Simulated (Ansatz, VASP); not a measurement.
# One calculation of BaS, two programs

Contents of INCAR:

```
SYSTEM = BaS
ALGO     = Normal         ! electronic algorithm
EDIFF    = 1E-6           ! SCF threshold, eV
ENCUT    = 520            ! plane-wave cutoff, eV
GGA      = PS             ! functional
ISIF     = 2              ! what is computed and relaxed
ISMEAR   = 0              ! smearing method
LASPH    = .TRUE.         ! aspherical terms in the spheres
LCHARG   = .FALSE.        ! write CHGCAR
LREAL    = .FALSE.        ! projectors in reciprocal space
LWAVE    = .FALSE.        ! write WAVECAR
NBANDS   = 24             ! bands
NELM     = 60             ! most SCF steps
PREC     = Accurate       ! precision mode
SIGMA    = 0.05           ! smearing width, eV
```

Contents of KPOINTS:

```
k-points
0
G
  8 8 6
  0 0 0
```

File POSCAR:

```
BaS
1.0
    4.3758141704      0.0000000000      0.0000000000
   -2.1879070852      3.7895662338      0.0000000000
    0.0000000000      0.0000000000      7.5299695491
Ba S
2 2
Direct
    0.0000000000      0.0000000000      0.0000000000
    0.0000000000      0.0000000000      0.5000000000
    0.3333333333      0.6666666667      0.2500000000
    0.6666666667      0.3333333333      0.7500000000
```

Input for Ansatz:

```yaml
crystal:
  lattice:
    - [4.3758141704, 0.0, 0.0]
    - [-2.1879070852, 3.7895662338, 0.0]
    - [0.0, 0.0, 7.5299695491]
  atoms:
    - { symbol: Ba, position: [0.0, 0.0, 0.0] }
    - { symbol: Ba, position: [0.0, 0.0, 0.5] }
    - { symbol: S, position: [0.3333333333, 0.6666666667, 0.25] }
    - { symbol: S, position: [0.6666666667, 0.3333333333, 0.75] }
basis:
  ecutwfc: 420
  ecutrho_ratio: 4
kpoints:
  mp_grid: { grid: [8, 8, 6] }
hamiltonian:
  xc: pbesol
scf:
  occupations: { method: gaussian, width: 0.05 }
output:
  forces: true
  stress: true
  eigenvalues: true
```

Change from the starting cell: strain e3 = -0.02, atoms carried along.

Alike in both runs: task single point; functional PBEsol; k mesh 8 × 8 × 6; occupations gaussian, width 0.05 eV; no spin polarisation.

|  | VASP | Ansatz |
| --- | --- | --- |
| version | VASP 6.6.1 | Ansatz 0.2.0 |
| potentials or method | VASP PAW PBE potentials, release 64 (Ba_sv, S), cutoff 520 eV | scalar-relativistic, plane waves, PAW |
| valence electrons in the cell | 32 | 32 |

```csv
,VASP,Ansatz,Ansatz less VASP
gap on the k mesh at the Fermi level (eV),2.14,2.26,+0.120
least direct gap on the mesh (eV),2.17,2.30,+0.124
pressure (GPa),1.8,1.0,-0.84
"traceless stress, the component that is largest in VASP (GPa)",1.07,0.91,-0.158
```

VASP's potentials were made for PBE, not for PBEsol. The functional is the same, so the differences come from potentials, cutoffs and numerics.

Neither program's run includes spin-orbit coupling.
